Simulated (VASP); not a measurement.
Wanted: the native input for a VASP 6.6.1 run.

```
Task                   : electric field gradients
Functional             : PBE
Potentials or basis    : VASP PAW PBE potentials, release 64 (O)
Cutoff                 : 520 eV
k mesh                 : 15 × 15 × 8
Occupations            : fermi-dirac, width 0.08 eV
Spin                   : no spin polarisation
Dipole correction      : no
Further INCAR settings : ALGO = Normal; EDIFF = 1e-08; NBANDS = 13
```

The structure of O lies in POSCAR:

```
O
1.0
    2.6579882093      0.0000000000      0.0000000000
   -1.3289941046      2.3018853122      0.0000000000
    0.0000000000      0.0000000000      2.6115721602
O
2
Direct
    0.3333333333      0.6666666667      0.2500000000
    0.6666666667      0.3333333333      0.7500000000
```

The input as run:

INCAR

```
  PREC = Accurate
  ENCUT = 520
  EDIFF = 1E-8
  ISMEAR = -1
  SIGMA = 0.08
  LREAL = F
  LASPH = T
  NELM = 100
  ALGO = Normal
  ISIF = 2
  LWAVE = F
  LCHARG = F
  GGA = PE
  LEFG = T
  NBANDS = 13
```

KPOINTS

```
regular mesh
0
Gamma
  15 15 8
```

Potentials or basis: VASP PAW PBE potentials, release 64 (O).

The run is started by

```sh
$ cat potpaw_PBE.64/O/POTCAR > POTCAR
$ mpirun -np 1 vasp_std > vasp.out
```

It gave:

```yaml
Pressure: 3.0 GPa
Band_gap_on_the_k_mesh: zero (bands 6 and 7 overlap by 1.95 eV)
Largest_electric_field_gradient_by_atom: O +56.9 V/Å²
```

Caveat: without QUAD_EFG the Cq values of the log hold for a quadrupole moment of 1 mb, not for the nuclei.

It took 19 s on 1 thread of Intel(R) Xeon(R) Platinum 8259CL CPU @ 2.50GHz (Skylake/Cascade Lake) (shared host), peak memory 0.13 GiB.
